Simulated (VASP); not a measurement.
The system is Ba.

```
CELL_PARAMETERS angstrom
-2.50650 2.50650 2.50650
2.50650 -2.50650 2.50650
2.50650 2.50650 -2.50650
ATOMIC_POSITIONS crystal
Ba 0.00000 0.00000 0.00000
```

Base run:

| Quantity | Value |
| --- | --- |
| Program | VASP 6.6.1 |
| Functional | PBE |
| Potentials or basis | VASP PAW PBE potentials, release 64 (Ba_sv) |
| Cutoff | 520 eV |
| k mesh | 6 × 6 × 6 |
| Occupations | fermi-dirac, width 0.05 eV |
| Spin | no spin polarisation |

Its results: band gap on the k mesh zero (band 5 reaches 1.75 eV, above the bottom of band 6 at 1.10 eV); pressure 0.2 GPa.

Problem. The run is repeated on the same cell with these changes: functional from PBE to BLYP. What comes out?

Solution. Band gap on the k mesh zero (band 5 reaches 2.21 eV, above the bottom of band 6 at 1.55 eV); pressure 0.6 GPa.

BLYP binds less tightly than PBE, so the same cell stands under more pressure.

Caveats: spin-orbit coupling is left out, which moves the levels of the heavy elements; the PAW data sets were made with another functional, which shifts forces and pressure a little (some runs).
